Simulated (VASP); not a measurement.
**Ge3Pt: single point with PBE**

The system is Ge3Pt.

```
Ge Pt
1.0
     0.00000    3.10495    3.10495
     3.10495    0.00000    3.10495
     3.10495    3.10495    0.00000
Ge Pt
3 1
Direct
  0.25000 0.25000 0.25000
  0.75000 0.75000 0.75000
  0.50000 0.50000 0.50000
  0.00000 0.00000 0.00000
```

```
Program                : VASP 6.6.1
Task                   : single point
Functional             : PBE
Potentials or basis    : VASP PAW PBE potentials, release 64 (Ge_d, Pt)
Cutoff                 : 520 eV
k mesh                 : 6 × 6 × 6
Occupations            : gaussian, width 0.1 eV
Spin                   : no spin polarisation
Dipole correction      : no
Further INCAR settings : ALGO = Normal; EDIFF = 1e-06; NBANDS = 34
```

```
Pressure               : 25.3 GPa
Band gap on the k mesh : zero (band 26 reaches 10.68 eV, above the bottom of band 27 at 10.03 eV)
```

Levels at points of the mesh, in eV from the Fermi level:
| k point | band 23 | band 24 | band 25 | band 26 | band 27 | band 28 | band 29 | band 30 |
| --- | --- | --- | --- | --- | --- | --- | --- | --- |
| (0.00, 0.00, 0.00) | -3.56 | -2.20 | -2.20 | -2.20 | 1.40 | 1.40 | 1.40 | 1.65 |
| (0.50, 0.00, 0.00) | -4.21 | -2.23 | -2.23 | -0.30 | -0.30 | -0.22 | 3.27 | 4.20 |
| (0.50, 0.50, 0.00) | -4.30 | -3.91 | -2.68 | -1.30 | 4.05 | 4.48 | 4.48 | 4.97 |

Wall time 39 s on 1 thread of Intel(R) Xeon(R) Platinum 8488C (Sapphire Rapids) (shared host), peak memory 0.21 GiB.

Caveat: spin-orbit coupling is left out, which moves the levels of the heavy elements.
